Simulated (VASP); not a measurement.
A run of VASP 6.6.1 is set up as follows.

File INCAR:

```
SYSTEM = BP
  PREC = Accurate
  ENCUT = 520
  EDIFF = 1E-6
  ISMEAR = -1
  SIGMA = 0.02
  LREAL = .False.
  LASPH = .True.
  NELM = 60
  ALGO = Normal
  ISIF = 2
  LWAVE = .False.
  LCHARG = .False.
  GGA = PE
  NBANDS = 11
```

Contents of KPOINTS:

```
regular mesh
0
Gamma
  8 8 8
  0 0 0
```

Contents of POSCAR:

```
BP
1.0
    0.0000000000      2.2690000000      2.2690000000
    2.2690000000      0.0000000000      2.2690000000
    2.2690000000      2.2690000000      0.0000000000
B P
1 1
Direct
    0.0000000000      0.0000000000      0.0000000000
    0.2500000000      0.2500000000      0.2500000000
```

Potentials or basis: VASP PAW PBE potentials, release 64 (B, P).

Launch:

```console
$ cat potpaw_PBE.64/B/POTCAR potpaw_PBE.64/P/POTCAR > POTCAR
$ mpirun -np 1 vasp_std > vasp.out
```

Estimate the pressure.

0.9 GPa.

Predict the band gap on the k mesh.

1.27 eV, indirect (least direct gap 3.40 eV).

A k mesh can miss the band edges.
